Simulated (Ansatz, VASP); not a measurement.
Two plane-wave programs on Cu

The input INCAR:

```
SYSTEM = Cu
  ALGO = Fast
  EDIFF = 1E-6
  ENCUT = 520
  GGA = PE
  ISIF = 2
  ISMEAR = 0
  LASPH = .True.
  LCHARG = .False.
  LREAL = .False.
  LWAVE = .False.
  NBANDS = 12
  NELM = 100
  PREC = Accurate
  SIGMA = 0.15
```

Contents of KPOINTS:

```
k-points
0
Gamma
  28 28 28
  0 0 0
```

POSCAR

```
Cu
1.0
    0.0000000000      1.7241304218      1.8148741282
    1.7241304218      0.0000000000      1.8148741282
    1.7241304218      1.7241304218      0.0000000000
Cu
1
Direct
    0.0000000000      0.0000000000      0.0000000000
```

Input for Ansatz:

```yaml
crystal:
  lattice:
    - [0.0, 1.7241304218, 1.8148741282]
    - [1.7241304218, 0.0, 1.8148741282]
    - [1.7241304218, 1.7241304218, 0.0]
  atoms:
    - { symbol: Cu, position: [0.0, 0.0, 0.0] }
basis:
  ecutwfc: 420
kpoints:
  mp_grid: { grid: [28, 28, 28] }
hamiltonian:
  xc: pbe
scf:
  occupations: { method: gaussian, width: 0.15 }
output:
  forces: true
  stress: true
  eigenvalues: true
```

Change from the starting cell: strain -0.050 along x and y, +0.000 along z, atoms carried along.

Alike in both runs: task single point; functional PBE; k mesh 28 × 28 × 28; occupations gaussian, width 0.15 eV; no spin polarisation.

|  | VASP | Ansatz |
| --- | --- | --- |
| version | VASP 6.6.1 | Ansatz 0.2.0 |
| potentials or method | VASP PAW PBE potentials, release 64 (Cu), cutoff 520 eV | scalar-relativistic, plane waves, PAW |
| valence electrons in the cell | 11 | 19 |

```tsv
	VASP	Ansatz	Ansatz less VASP
gap on the k mesh at the Fermi level (eV)	none	none	-
pressure (GPa)	19.6	18.8	-0.82
traceless stress, the component that is largest in VASP (GPa)	-3.15	-3.16	-0.004
```

A gap of «none» marks a metal or a gap that the smearing closes. With one functional, cell and mesh, what is left measures potentials, basis and numerics. VASP's potentials hold 11 valence electrons a cell and Ansatz's 19, so a difference there can come from the potentials and not from the codes.
